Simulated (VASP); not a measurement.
A run of VASP 6.6.1:

The input INCAR:

```
PREC = Accurate
ENCUT = 520
EDIFF = 1E-8
ISMEAR = -1
SIGMA = 0.08
LREAL = F
LASPH = T
NELM = 80
ALGO = Normal
ISIF = 2
LWAVE = F
LCHARG = F
GGA = CA
LEFG = T
NBANDS = 18
```

Contents of KPOINTS:

```
Automatic mesh
0
Gamma
  11 11 11
```

The input POSCAR:

```
YHg
1.0
    3.6696855268      0.0000000000      0.0000000000
    0.0000000000      3.6696855268      0.0000000000
    0.0000000000      0.0000000000      3.6696855268
Y Hg
1 1
Direct
    0.5000000000      0.5000000000      0.5000000000
    0.0000000000      0.0000000000      0.0000000000
```

Potentials or basis: VASP PAW LDA potentials, release 64 (Y_sv, Hg).

Command:

```console
$ cat potpaw_LDA.64/Y_sv/POTCAR potpaw_LDA.64/Hg/POTCAR > POTCAR
$ mpirun -np 1 vasp_std > vasp.out
```

Hardware: 1 thread of Intel(R) Xeon(R) 6975P-C (Granite Rapids), with other jobs on the host.

**Question.** How long does it take, and how much memory?

**Answer.** It took 16 s on 1 thread of Intel(R) Xeon(R) 6975P-C (Granite Rapids), on a shared host, peak memory 0.19 GiB. Counts: scf iterations 14, k points 56.
